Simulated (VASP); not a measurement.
# Mg2Ti3O3 (P6/mmm) in VASP: single point with PBE

Aim: the single point of Mg2Ti3O3 with PBE.

Program: VASP 6.6.1. These are calculated values, not measurements. Logs are shortened: lines on timing, memory, paths and dates and some standing lists are left out, and cuts for length are marked.

## 1. The cell of the first run

The structure is hexagonal, space group P6/mmm (No. 191). The conventional cell has a = 6.227 Å, b = 6.227 Å, c = 5.452 Å, α = 90.00°, β = 90.00°, γ = 120.00°. Within 2.4 Å of Mg (site symmetry -6m2) lie 3 O at 1.80 Å. Within 3.6 Å of Ti (site symmetry -6m2) lie 2 Mg at 2.73 Å and 6 O at 3.27 Å and 6 Ti at 3.60 Å. Within 4.7 Å of Ti (site symmetry 6/mmm) lie 6 Ti at 3.60 Å and 12 O at 4.14 Å and 12 Mg at 4.51 Å. Within 2.4 Å of O (site symmetry mmm) lie 2 Mg at 1.80 Å.

The cell was generated, and may not be a known phase.

## 2. Single point, PBE, collinear spin

Contents of INCAR:

```
SYSTEM = Mg2Ti3O3
ALGO = Normal ; EDIFF = 1E-6
ENCUT = 520 ; GGA = PE
ISIF = 2 ; ISMEAR = 0
ISPIN = 2 ; LASPH = .TRUE.
LCHARG = .TRUE. ; LELF = .TRUE.
LMAXMIX = 4 ; LORBIT = 11
LREAL = .FALSE. ; LVHAR = .TRUE.
LWAVE = .FALSE. ; MAGMOM = 0 0 1 1 1 0 0 0
NBANDS = 43 ; NELM = 150
PREC = Accurate ; SIGMA = 0.2
```

Contents of KPOINTS:

```
k-points
0
G
  4 4 4
  0 0 0
```

Contents of POSCAR:

```
Mg2Ti3O3
1.0
    6.2267412269      0.0000000000      0.0000000000
   -3.1133706135      5.3925160853      0.0000000000
    0.0000000000      0.0000000000      5.4524984051
Mg Ti O
2 3 3
Direct
    0.3333333333      0.6666666667      0.5000000000
    0.6666666667      0.3333333333      0.5000000000
    0.3333333333      0.6666666667      0.0000000000
    0.6666666667      0.3333333333      0.0000000000
    0.0000000000      0.0000000000      0.0000000000
    0.5000000000      0.0000000000      0.5000000000
    0.0000000000      0.5000000000      0.5000000000
    0.5000000000      0.5000000000      0.5000000000
```

Potentials or basis: VASP PAW PBE potentials, release 64 (Mg, Ti_sv, O).

The run is started by

```
$ cat potpaw_PBE.64/Mg/POTCAR potpaw_PBE.64/Ti_sv/POTCAR potpaw_PBE.64/O/POTCAR > POTCAR
$ mpirun -np 1 vasp_std > vasp.out
```

OUTCAR:

```text
SYSTEM = Mg2Ti3O3
   EDIFF = 1E-6
   ENCUT = 520
   GGA = PE
   ISIF = 2
   ISMEAR = 0
   ISPIN = 2
   LASPH = .TRUE.
   LORBIT = 11
   LREAL = .FALSE.
   NELM = 150
   PREC = Accurate

 ion  position               nearest neighbor table
   1  0.333  0.667  0.500-   7 1.80   6 1.80   8 1.80   3 2.73   3 2.73   2 3.60   2 3.60   2 3.60

   2  0.667  0.333  0.500-   7 1.80   6 1.80   8 1.80   4 2.73   4 2.73   1 3.60   1 3.60   1 3.60

   3  0.333  0.667  0.000-   1 2.73   1 2.73
   4  0.667  0.333  0.000-   2 2.73   2 2.73
   5  0.000  0.000  0.000-
   6  0.500  0.000  0.500-   1 1.80   2 1.80
   7  0.000  0.500  0.500-   1 1.80   2 1.80
   8  0.500  0.500  0.500-   1 1.80   2 1.80

  LATTYP: Found a hexagonal cell.
 ALAT       =     6.2267412269
 C/A-ratio  =     0.8756584233

  Lattice vectors:

 A1 = (   6.2267412269,   0.0000000000,   0.0000000000)
 A2 = (  -3.1133706135,   5.3925160853,   0.0000000000)
 A3 = (   0.0000000000,   0.0000000000,   5.4524984051)

Analysis of symmetry for initial positions (statically):
=====================================================================
 Subroutine PRICEL returns:
 Original cell was already a primitive cell.

 Routine SETGRP: Setting up the symmetry group for a
 hexagonal supercell.

 Subroutine GETGRP returns: Found 24 space group operations
 (whereof 24 operations were pure point group operations)
 out of a pool of 24 trial point group operations.

The static configuration has the point symmetry D_6h.

Analysis of symmetry for dynamics (positions and initial velocities):
=====================================================================
 Subroutine PRICEL returns:
 Original cell was already a primitive cell.

 Routine SETGRP: Setting up the symmetry group for a
 hexagonal supercell.

 Subroutine GETGRP returns: Found 24 space group operations
 (whereof 24 operations were pure point group operations)
 out of a pool of 24 trial point group operations.

The dynamic configuration has the point symmetry D_6h.

Analysis of structural, dynamic, and magnetic symmetry:
=====================================================================
 Subroutine PRICEL returns:
 Original cell was already a primitive cell.

[... 141 lines left out ...]
 maximum number of plane-waves:      4995
 NGX is ok and might be reduce to    48
   NGX = 23   NGY = 23   NGZ = 21

 number of electron      57.9999992 magnetization       4.2376547

 Free energy of the ion-electron system (eV)
  ---------------------------------------------------
  ext. energy  EPLUGINS =         0.00000000
  ---------------------------------------------------
  free energy    TOTEN  =       -39.92785600 eV

  energy without entropy =      -39.67515852  energy(sigma->0) =      -39.80150726

 E-fermi :   1.8467     XC(G=0):  -8.2200

 val. band max:        1.8393983953   @ k =   0.0000   0.0000   0.2500
 cond. band min:       1.8474761886   @ k =   0.5000  -0.0000   0.5000
 fundamental gap:      0.0080777933
 Fermi energy:         1.8467002673

 spin component 1

 k-point     1 :       0.0000    0.0000    0.0000
  band No.  band energies     occupation
      1     -56.2188      1.00000
      2     -56.2152      1.00000
      3     -55.8763      1.00000
      4     -32.6182      1.00000
      5     -32.5933      1.00000
      6     -32.5890      1.00000
[... 517 lines left out ...]
     40       2.6915      0.00000
     41       3.1384      0.00000
 Fermi energy:         1.8467002673

 spin component 2

 k-point     1 :       0.0000    0.0000    0.0000
  band No.  band energies     occupation
      1     -55.9930      1.00000
      2     -54.6482      1.00000
      3     -54.6446      1.00000
      4     -32.3436      1.00000
      5     -32.1988      1.00000
      6     -32.1988      1.00000
[... 517 lines left out ...]
     40       3.7065      0.00000
     41       4.0481      0.00000
 [bands above 41 left out]

------------------------ aborting loop because EDIFF is reached ----------------------------------------

  FORCE on cell =-STRESS in cart. coord.  units (eV):
  Direction    XX          YY          ZZ          XY          YZ          ZX
  --------------------------------------------------------------------------------------
  -------------------------------------------------------------------------------------
  Total       -1.7888828     -1.7888828      1.6272588      0.0000000      0.0000000     -0.0000000
  in kB      -15.6546970    -15.6546970     14.2403087      0.0000000      0.0000000     -0.0000000
  external PRESSURE =      -5.6896951 kB  Pullay stress =       0.0000000 kB

 VOLUME and BASIS-vectors are now :
 -----------------------------------------------------------------------------
  energy-cutoff  :      520.00
  volume of cell :      183.08
      direct lattice vectors                 reciprocal lattice vectors
     6.226741227  0.000000000  0.000000000     0.160597649  0.092721096  0.000000000
    -3.113370613  5.392516085  0.000000000     0.000000000  0.185442191  0.000000000
     0.000000000  0.000000000  5.452498405     0.000000000  0.000000000  0.183402163

 POSITION                                       TOTAL-FORCE (eV/Angst)
 -----------------------------------------------------------------------------------
     -0.00000      3.59501      2.72625        -0.000000      0.000000      0.000000
      3.11337      1.79751      2.72625         0.000000      0.000000      0.000000
     -0.00000      3.59501      0.00000         0.000000      0.000000     -0.000000
      3.11337      1.79751      0.00000        -0.000000      0.000000      0.000000
      0.00000      0.00000      0.00000        -0.000000      0.000000      0.000000
      3.11337      0.00000      2.72625        -0.000000      0.000000      0.000000
     -1.55669      2.69626      2.72625        -0.000000      0.000000      0.000000
      1.55669      2.69626      2.72625        -0.000000      0.000000      0.000000
 -----------------------------------------------------------------------------------
    total drift:                               -0.000000      0.000000      0.000000

  FREE ENERGIE OF THE ION-ELECTRON SYSTEM (eV)
  ---------------------------------------------------
  free  energy   TOTEN  =       -39.9278559988 eV

  energy  without entropy=      -39.6751585219  energy(sigma->0) =      -39.80150726

 total charge

# of ion       s       p       d       tot
------------------------------------------
    1        0.218   0.267   0.121   0.606
    2        0.218   0.267   0.121   0.606
    3        2.165   5.977   1.904  10.046
    4        2.165   5.977   1.904  10.046
    5        2.164   5.958   1.844   9.965
    6        1.578   3.410   0.000   4.988
    7        1.578   3.410   0.000   4.988
    8        1.578   3.410   0.000   4.988
--------------------------------------------------
tot         11.663  28.677   5.893  46.234

 magnetization (x)

# of ion       s       p       d       tot
------------------------------------------
    1        0.005   0.010   0.007   0.022
    2        0.005   0.010   0.007   0.022
    3        0.034   0.017   1.582   1.633
    4        0.034   0.017   1.582   1.633
    5       -0.005   0.011  -0.138  -0.132
    6        0.004  -0.039   0.000  -0.035
    7        0.004  -0.039   0.000  -0.035
    8        0.004  -0.039   0.000  -0.035
--------------------------------------------------
tot          0.085  -0.051   3.040   3.074
```

OSZICAR:

```text
N       E                     dE             d eps       ncg     rms          rms(c)
DAV:   1     0.688786394816E+03    0.68879E+03   -0.26958E+04  2064   0.132E+03
DAV:   2     0.536479644761E+02   -0.63514E+03   -0.61046E+03  2233   0.409E+02
DAV:   3    -0.497414467810E+02   -0.10339E+03   -0.10055E+03  3280   0.148E+02
[... 26 lines left out ...]
DAV:  30    -0.399278079427E+02    0.44340E-04   -0.15486E-04  2332   0.332E-02    0.505E-02
DAV:  31    -0.399278318979E+02   -0.23955E-04   -0.24423E-05  2288   0.195E-02    0.321E-02
DAV:  32    -0.399278532019E+02   -0.21304E-04   -0.39307E-05  2290   0.245E-02    0.109E-02
DAV:  33    -0.399278551506E+02   -0.19487E-05   -0.69932E-06  2360   0.910E-03    0.636E-03
DAV:  34    -0.399278559988E+02   -0.84818E-06   -0.30251E-06  1730   0.603E-03
   1 F= -.39927856E+02 E0= -.39801507E+02  d E =-.252697E+00  mag=     4.2378
```

stdout:

```text
POSCAR found type information on POSCAR MgTiO
 POSCAR found :  3 types and       8 ions
 scaLAPACK will be used
 LDA part: xc-table for (Slater+PW92), standard interpolation
 POSCAR, INCAR and KPOINTS ok, starting setup
 FFT: planning ... GRIDC
 FFT: planning ... GRID_SOFT
 FFT: planning ... GRID
 WAVECAR not read
 entering main loop
```

It took 24 min on 1 thread of Intel Xeon 8259CL, shared host; peak memory 0.43 GiB.

What came out:

* Free energy: -39.9279 eV
* Pressure: -0.6 GPa
* Net moment: 4.24 μB per cell
* Site moments: Mg +0.02; Ti +1.63, -0.13 (each value once); O -0.04 μB
* Valence electrons inside the program's atomic spheres: Mg 0.61; Ti 10.05, 9.96 (each value once); O 4.99

Stress tensor (GPa, compression positive):
```
-1.57  0.00  0.00
 0.00 -1.57  0.00
 0.00  0.00  1.42
```

Levels at points of the mesh, in eV from the Fermi level:
Spin up:
```tsv
k point	band 28	band 29	band 30	band 31	band 32	band 33	band 34	band 35
(0.00, 0.00, 0.00)	-0.26	-0.26	-0.22	-0.22	-0.14	-0.14	0.35	0.35
(0.50, 0.00, 0.00)	-0.63	-0.40	-0.39	-0.01	0.01	0.13	0.39	0.44
(0.00, 0.00, 0.50)	-0.44	-0.02	-0.02	0.06	0.06	0.07	0.07	0.47
(0.50, 0.00, 0.50)	-0.36	-0.20	-0.20	-0.09	0.08	0.10	0.41	0.44
```
Spin down:
| k point | band 25 | band 26 | band 27 | band 28 | band 29 | band 30 |
| --- | --- | --- | --- | --- | --- | --- |
| (0.00, 0.00, 0.00) | -0.87 | -0.06 | -0.06 | -0.04 | 0.56 | 0.56 |
| (0.50, 0.00, 0.00) | -0.99 | -0.98 | -0.41 | 0.07 | 0.22 | 0.62 |
| (0.00, 0.00, 0.50) | -0.87 | 0.13 | 0.13 | 0.33 | 0.61 | 0.61 |
| (0.50, 0.00, 0.50) | -0.94 | -0.24 | 0.00 | 0.15 | 0.33 | 0.46 |
